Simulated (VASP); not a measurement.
A run of VASP 6.6.1 is set up as follows.

INCAR

```
  ALGO = Normal
  EDIFF = 1E-6
  ENCUT = 520
  ISIF = 2
  ISMEAR = -1
  LASPH = True
  LCHARG = False
  LREAL = False
  LWAVE = False
  NBANDS = 12
  NELM = 60
  PREC = Accurate
  SIGMA = 0.1
```

File KPOINTS:

```
k-points
0
Gamma
  14 14 14
```

The input POSCAR:

```
Hg
1.0
    2.7804135862      0.0000000000      0.0000000000
    0.0000000000      2.7804135862      0.0000000000
    0.0000000000      0.0000000000      2.7804135862
Hg
1
Direct
    0.0000000000      0.0000000000      0.0000000000
```

Potentials or basis: VASP PAW LDA potentials, release 64 (Hg).

Command:

```bash
$ cat potpaw_LDA.64/Hg/POTCAR > POTCAR
$ mpirun -np 1 vasp_std > vasp.out
```

(1) Estimate the pressure.

(2) What does it give for the band gap on the k mesh?

Results:

(1) 11.0 GPa.

(2) zero (bands 6 and 7 overlap by 7.62 eV).

Caveat: the cell stands under pressure; spin-orbit coupling is left out, which moves the levels of the heavy elements.
